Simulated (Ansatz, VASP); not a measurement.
**ZnS in VASP and in Ansatz**

```
Zn S
1.0
     3.81100    0.00000    0.00000
    -1.90550    3.30042    0.00000
     0.00000    0.00000    6.23400
Zn S
2 2
Direct
  0.33333 0.66667 0.00000
  0.66667 0.33333 0.50000
  0.33333 0.66667 0.38500
  0.66667 0.33333 0.88500
```

Alike in both runs: task relaxation of the atoms; functional PBE; k mesh 8 × 8 × 5; occupations fermi-dirac, width 0.02 eV; no spin polarisation.

```csv
,VASP,Ansatz
version,VASP 6.6.1,Ansatz 0.2.0
potentials or method,"VASP PAW PBE potentials, release 64 (Zn, S)","plane-wave PAW, scalar-relativistic"
plane-wave cutoff (eV),520,420
valence electrons in the cell,36,36
```

|  | VASP | Ansatz | Ansatz less VASP |
| --- | --- | --- | --- |
| gap on the k mesh at the Fermi level, each at its own relaxed structure (eV) | 2.22 | 2.22 | -0.004 |

Ansatz's warnings: stress scf threshold loose.
